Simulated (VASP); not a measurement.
# Ta in VASP: further runs

Runs on Ta. Level: PBE+D3(BJ). Tasks: single point.

Everything below comes from runs of VASP 6.6.1. Logs are shortened: lines on timing, memory, paths and dates and some standing lists are left out, and cuts for length are marked.

## 1. The cell of the first run

The cell holds a slab with vacuum, 12 atoms: a = 5.690 Å, b = 5.690 Å, c = 23.018 Å, α = 90.00°, β = 90.00°, γ = 109.47°.

## 2. Single point, PBE+D3(BJ)

Input file INCAR:

```
PREC     = Accurate       # precision mode
ENCUT    = 520            # plane-wave cutoff, eV
EDIFF    = 1E-7           # SCF threshold, eV
ISMEAR   = 0              # smearing method
SIGMA    = 0.1            # smearing width, eV
LREAL    = F              # projectors in reciprocal space
LASPH    = T              # aspherical terms in the spheres
NELM     = 60             # most SCF steps
ALGO     = Normal         # electronic algorithm
ISIF     = 2              # what is computed and relaxed
LWAVE    = F              # write WAVECAR
LCHARG   = F              # write CHGCAR
LDIPOL   = T            
IDIPOL   = 3            
DIPOL    = 0.5 0.5 0.446
GGA      = PE             # functional
IVDW     = 12             # dispersion correction
NBANDS   = 78             # bands
```

Input file KPOINTS:

```
Automatic mesh
0
Gamma
  4 4 1
```

Input file POSCAR:

```
Ta
1.0
    5.6896945749      0.0000000000      0.0000000000
   -1.8965648583      5.3642954891      0.0000000000
    0.0000000000      0.0000000000     23.0184181232
Ta
12
Direct
    0.2500000000      0.2500000000      0.3475477749
    0.2500000000      0.7500000000      0.3475477749
    0.7500000000      0.2500000000      0.3475477749
    0.7500000000      0.7500000000      0.3475477749
    0.4986804797      0.4999645253      0.4456197641
    0.4995519126      0.0004183599      0.4477231144
   -0.0010404227      0.5011937873      0.4454761754
    0.0000647938      0.0014564571      0.4456212442
    0.7517028747      0.7483871716      0.5415068663
    0.7523251632      0.2556220272      0.5473747778
    0.2444864347      0.7476996882      0.5474128143
    0.2480126274      0.2522205803      0.5447502269
```

Potentials or basis: VASP PAW PBE potentials, release 64 (Ta_pv).

Launch:

```
$ cat potpaw_PBE.64/Ta_pv/POTCAR > POTCAR
$ mpirun -np 1 vasp_std > vasp.out
```

OUTCAR:

```text
PREC = Accurate
   ENCUT = 520
   EDIFF = 1E-7
   ISMEAR = 0
   LREAL = F
   LASPH = T
   NELM = 60
   ISIF = 2
   GGA = PE
   IVDW = 12
 IVDW          = 12

 ion  position               nearest neighbor table
   1  0.250  0.250  0.348-   8 2.79   5 2.79   3 2.84   3 2.84   2 2.84   2 2.84   7 3.24   6 3.27
                             4 3.28   4 3.28
   2  0.250  0.750  0.348-   7 2.79   6 2.83   4 2.84   4 2.84   1 2.84   1 2.84   5 3.23   8 3.24
                             3 3.28   3 3.28
   3  0.750  0.250  0.348-   7 2.79   6 2.83   1 2.84   1 2.84   4 2.84   4 2.84   8 3.23   5 3.24
                             2 3.28   2 3.28
   4  0.750  0.750  0.348-   5 2.79   8 2.79   2 2.84   2 2.84   3 2.84   3 2.84   7 3.23   6 3.28
                             1 3.28   1 3.28
   5  0.499  0.500  0.446-   9 2.75   1 2.79   4 2.79  12 2.81   7 2.84   6 2.84   7 2.85   6 2.85
                             2 3.23   3 3.24   8 3.28  10 3.29   8 3.29  11 3.31
   6  0.500  0.000  0.448-   2 2.83   3 2.83  10 2.84  11 2.84   8 2.84   5 2.84   5 2.85   8 2.85
                             9 3.19  12 3.23   1 3.27   4 3.28   7 3.28   7 3.29
   7  0.999  0.501  0.445-   2 2.79   3 2.79   5 2.84   8 2.84   8 2.85   5 2.85  10 2.85  11 2.85
                             9 3.19   4 3.23   1 3.24  12 3.25   6 3.28   6 3.29
   8  0.000  0.001  0.446-   9 2.75   1 2.79   4 2.79  12 2.81   7 2.84   6 2.84   7 2.85   6 2.85
                             3 3.23   2 3.24   5 3.28  11 3.29   5 3.29  10 3.30
   9  0.752  0.748  0.542-   8 2.75   5 2.75  10 2.81  11 2.81  11 2.89  10 2.89   6 3.19   7 3.19
                            12 3.29  12 3.29
  10  0.752  0.256  0.547-   9 2.81  12 2.83   6 2.84   7 2.85  12 2.86   9 2.89  11 3.23   5 3.29
                             8 3.30  11 3.34
  11  0.244  0.748  0.547-   9 2.81  12 2.83   6 2.84   7 2.85  12 2.86   9 2.89  10 3.23   8 3.29
                             5 3.31  10 3.34
  12  0.248  0.252  0.545-   5 2.81   8 2.81  11 2.83  10 2.83  10 2.86  11 2.86   6 3.23   7 3.25
                             9 3.29   9 3.29

  LATTYP: Found a base centered orthorhombic cell.
 ALAT       =     6.5698933889
 B/A-ratio  =     1.4142135624
 C/A-ratio  =     3.5036212554

  Lattice vectors:

 A1 = (   5.6896945749,   0.0000000000,   0.0000000000)
 A2 = (  -1.8965648583,   5.3642954891,   0.0000000000)
 A3 = (   0.0000000000,   0.0000000000,  23.0184181232)

Analysis of symmetry for initial positions (statically):
=====================================================================
 Subroutine PRICEL returns:
 Original cell was already a primitive cell.

 Routine SETGRP: Setting up the symmetry group for a
 base centered orthorhombic supercell.

 Subroutine GETGRP returns: Found  1 space group operations
 (whereof  1 operations were pure point group operations)
 out of a pool of  8 trial point group operations.

The static configuration has the point symmetry C_1 .

Analysis of symmetry for dynamics (positions and initial velocities):
=====================================================================
 Subroutine PRICEL returns:
 Original cell was already a primitive cell.

 Routine SETGRP: Setting up the symmetry group for a
 base centered orthorhombic supercell.

 Subroutine GETGRP returns: Found  1 space group operations
 (whereof  1 operations were pure point group operations)
 out of a pool of  8 trial point group operations.

The dynamic configuration has the point symmetry C_1 .

 Subroutine INISYM returns: Found  1 space group operations
 (whereof  1 operations are pure point group operations),
 and found     1 'primitive' translations

----------------------------------------------------------------------------------------

                                     Primitive cell

  volume of cell :     702.5498

  direct lattice vectors                    reciprocal lattice vectors
     5.689694575  0.000000000  0.000000000     0.175756359  0.062139256  0.000000000
    -1.896564858  5.364295489  0.000000000     0.000000000  0.186417769  0.000000000
     0.000000000  0.000000000 23.018418123     0.000000000  0.000000000  0.043443472

  length of vectors
     5.689694575  5.689694575 23.018418123     0.186417769  0.186417769  0.043443472

  position of ions in fractional coordinates (direct lattice)
     0.250000000  0.250000000  0.347547775
     0.250000000  0.750000000  0.347547775
[... 48 lines left out ...]
 ===========================================

 Found     10 irreducible k-points:

 Following reciprocal coordinates:
            Coordinates               Weight
  0.000000  0.000000  0.000000      1.000000
  0.250000  0.000000  0.000000      2.000000
  0.000000  0.250000  0.000000      2.000000
  0.500000  0.000000  0.000000      1.000000
  0.000000  0.500000  0.000000      1.000000
  0.250000  0.250000  0.000000      2.000000
  0.500000  0.250000  0.000000      2.000000
  0.250000  0.500000  0.000000      2.000000
 -0.250000  0.250000  0.000000      2.000000
  0.500000  0.500000  0.000000      1.000000
   k-points           NKPTS =     10   k-points in BZ     NKDIM =     10   number of bands    NBANDS=     78
   number of dos      NEDOS =    301   number of ions     NIONS =     12
   total plane-waves  NPLWV = 317520
   dimension x,y,z NGX =    42 NGY =   42 NGZ =  180
   dimension x,y,z NGXF=    84 NGYF=   84 NGZF=  360
   ions per type =              12
   NGX,Y,Z   is equivalent  to a cutoff of  12.27, 12.27, 13.00 a.u.
   NGXF,Y,Z  is equivalent  to a cutoff of  24.54, 24.54, 26.00 a.u.
 SYSTEM =  unknown system
   PREC   = accura    normal or accurate (medium, high low for compatibility)
   ISTART =      0    job   : 0-new  1-cont  2-samecut
   ICHARG =      2    charge: 1-file 2-atom 10-const
   ISPIN  =      1    spin polarized calculation?
   LNONCOLLINEAR =      F non collinear calculations
   LSORBIT =      F    spin-orbit coupling
   LASPH  =      T    aspherical Exc in radial PAW
   ENCUT  =  520.0 eV  38.22 Ry    6.18 a.u.  10.58 10.58 42.80*2*pi/ulx,y,z
   NELM   =     60;   NELMIN=  2; NELMDL= -5     # of ELM steps
   EDIFF  = 0.1E-06   stopping-criterion for ELM
   LREAL  =      F    real-space projection
   EDIFFG = 0.1E-05   stopping-criterion for IOM
   NSW    =      0    number of steps for IOM
   IBRION =     -1    ionic relax: 0-MD 1-quasi-New 2-CG
   NFREE  =      0    steps in history (QN), initial steepest desc. (CG)
   ISIF   =      2    stress and relaxation
   ISYM   =      2    0-nonsym 1-usesym 2-fastsym
   POTIM  = 0.5000    time-step for ionic-motion
   TEBEG  =    0.0;   TEEND  =   0.0 temperature during run
   PSTRESS=    0.0 pullay stress
   NELECT =     132.0000    total number of electrons
   NUPDOWN=      -1.0000    fix difference up-down
   EMIN   =  10.00;   EMAX   =-10.00  energy-range for DOS
   EFERMI =   0.00;   METHOD = LEGACY
   ISMEAR =     0;   SIGMA  =   0.10  broadening in eV -4-tet -1-fermi 0-gaus
   EFERMI_NEDOS =   21; number of points for ismear=-14 and -15
   IALGO  =     38    algorithm
   IMIX   =      4    mixing-type and parameters
     AMIX     =   0.40;   BMIX     =  1.00
     AMIX_MAG =   1.60;   BMIX_MAG =  1.00
  volume/ion in A,a.u.               =      58.55       395.09
  Fermi-wavevector in a.u.,A,eV,Ry     =   0.937649  1.771900 11.962055  0.879186
  Thomas-Fermi vector in A             =   2.064782
   LORBIT       =      0    0 simple, 1 ext, 2 COOP (PROOUT), +10 PAW based schemes
   GGA     = PE    functional components
   LHFCALC =     F    Hartree Fock is set to
   AEXX    =    0.0000 exact exchange contribution
   IVDW    =    12    specifies the selected vdW correction
   LEPSILON=     F    determine dielectric tensor
   LRPA    =     F    only Hartree local field effects (RPA)
 non-spin polarized calculation
 Gauss-broadening in eV      SIGMA  =   0.10
  energy-cutoff  :      520.00
  volume of cell :      702.55
 maximum number of plane-waves:     18951
   NGX = 21   NGY = 21   NGZ = 85

 dipolmoment           0.000000      0.000000      0.000028 electrons x Angstroem

 number of electron     132.0000021 magnetization

 dipolmoment           0.000000      0.000000     -0.002477 electrons x Angstroem

 Free energy of the ion-electron system (eV)
  ---------------------------------------------------
  ext. energy  EPLUGINS =         0.00000000
  ---------------------------------------------------
  free energy    TOTEN  =      -132.71416526 eV

  energy without entropy =     -132.63115926  energy(sigma->0) =     -132.67266226

 E-fermi :  -1.3948     XC(G=0):  -4.7791

 val. band max:       -1.4004035338   @ k =   0.5000   0.2500   0.0000
 cond. band min:      -1.3628175462   @ k =   0.0000   0.2500   0.0000
 fundamental gap:      0.0375859877
 Fermi energy:        -1.3948442579

 k-point     1 :       0.0000    0.0000    0.0000
  band No.  band energies     occupation
      1     -35.9478      2.00000
      2     -35.9329      2.00000
      3     -35.9319      2.00000
      4     -35.8980      2.00000
      5     -35.8559      2.00000
      6     -35.8437      2.00000
[... 799 lines left out ...]
     77       0.3571      0.00000
     78       0.3918      0.00000

------------------------ aborting loop because EDIFF is reached ----------------------------------------

 vacuum level on the upper side and lower side of the slab       (xc-potential included)        -0.093        -0.066

 Edisp (eV)   -5.12609

 E8    (eV) :    -2.8032

  FORCE on cell =-STRESS in cart. coord.  units (eV):
  Direction    XX          YY          ZZ          XY          YZ          ZX
  --------------------------------------------------------------------------------------
  -------------------------------------------------------------------------------------
  Total     -13.14364   -12.42377    -0.76870     1.01820    -0.08788     0.10948
  in kB     -29.97431   -28.33263    -1.75303     2.32202    -0.20042     0.24968
  external pressure =      -20.02 kB  Pullay stress =        0.00 kB

 VOLUME and BASIS-vectors are now :
 -----------------------------------------------------------------------------
  energy-cutoff  :      520.00
  volume of cell :      702.55
      direct lattice vectors                 reciprocal lattice vectors
     5.689694575  0.000000000  0.000000000     0.175756359  0.062139256  0.000000000
    -1.896564858  5.364295489  0.000000000     0.000000000  0.186417769  0.000000000
     0.000000000  0.000000000 23.018418123     0.000000000  0.000000000  0.043443472

 POSITION                                       TOTAL-FORCE (eV/Angst)
 -----------------------------------------------------------------------------------
      0.94828      1.34107      8.00000        -0.023100      0.016902      0.102977
     -0.00000      4.02322      8.00000         0.033459      0.051977     -0.050697
      3.79313      1.34107      8.00000        -0.037009     -0.047414     -0.051175
      2.84485      4.02322      8.00000        -0.016593      0.012374     -0.022219
      1.88912      2.68196     10.25746        -0.024228     -0.041015     -0.011952
      2.84150      0.00224     10.30588        -0.010070      0.010238     -0.107966
      4.73323      2.68855     10.25416         0.045984     -0.035376      0.413805
     -0.00239      0.00781     10.25750         0.033565      0.032517     -0.011195
      2.85759      4.01457     12.46463        -0.206648      0.145941      0.591144
      3.79570      1.37123     12.59970        -0.048613     -0.108091     -0.397115
     -0.02701      4.01088     12.60058         0.083912      0.087591     -0.402867
      0.93276      1.35299     12.53929         0.169342     -0.125644     -0.052740
 -----------------------------------------------------------------------------------
    total drift:                                0.000619     -0.000461     -0.001151

  FREE ENERGIE OF THE ION-ELECTRON SYSTEM (eV)
  ---------------------------------------------------
  free  energy   TOTEN  =      -137.8402579960 eV

  energy  without entropy=     -137.7572519892  energy(sigma->0) =     -137.79875499

 vacuum level on the upper side and lower side of the slab         3.256         3.277
```

Run time: 40 min. Hardware: 1 thread of Intel Xeon Platinum 8259CL at 2.50GHz (Skylake/Cascade Lake), shared host; peak memory 0.86 GiB.

Results:

```yaml
Free_energy: -137.8403 eV
Largest_force: 0.643 eV/Å
Band_gap_on_the_k_mesh: zero (bands 66 and 67 overlap by 0.92 eV)
Dispersion_energy_per_atom: -0.427 eV
```

Forces on the atoms (eV/Å):
```
Ta  -0.023  0.017  0.103
Ta   0.033  0.052 -0.051
Ta  -0.037 -0.047 -0.051
Ta  -0.017  0.012 -0.022
Ta  -0.024 -0.041 -0.012
Ta  -0.010  0.010 -0.108
Ta   0.046 -0.035  0.414
Ta   0.034  0.033 -0.011
Ta  -0.207  0.146  0.591
Ta  -0.049 -0.108 -0.397
Ta   0.084  0.088 -0.403
Ta   0.169 -0.126 -0.053
```

Caveat: spin-orbit coupling is left out, which moves the levels of the heavy elements.

[end of part 1 of 2]
